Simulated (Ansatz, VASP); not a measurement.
One calculation of NaCl, two programs

```
Na Cl
1.0
     2.85043    0.00000    0.00000
     0.00000    2.85043    0.00000
     0.00000    0.00000    2.85043
Na Cl
1 1
Cartesian
  0.0000 0.0000 0.0000
  1.4252 1.4252 1.4252
```

Change from the starting cell: volume scaled by 0.99, crystal datasets.

Alike in both runs: task electric field gradients; functional PBE; k mesh 8 × 8 × 8; occupations fermi-dirac, width 0.02 eV; no spin polarisation.

|  | VASP | Ansatz |
| --- | --- | --- |
| version | VASP 6.6.1 | Ansatz 0.2.0 |
| potentials or method | VASP PAW PBE potentials, release 64 (Na_pv, Cl), cutoff 400 eV | all-electron PAW with datasets made for the crystal, scalar-relativistic |

```csv
,VASP,Ansatz,Ansatz less VASP
gap on the k mesh at the Fermi level (eV),4.37,4.33,-0.046
pressure (GPa),67.5,67.5,+0.04
```

Both programs put the cell under a high pressure, so it lies far from rest at this level. Ansatz ran all-electron here, and VASP with PAW potentials.

Noted on VASP's run: the cell as given lies far from equilibrium.
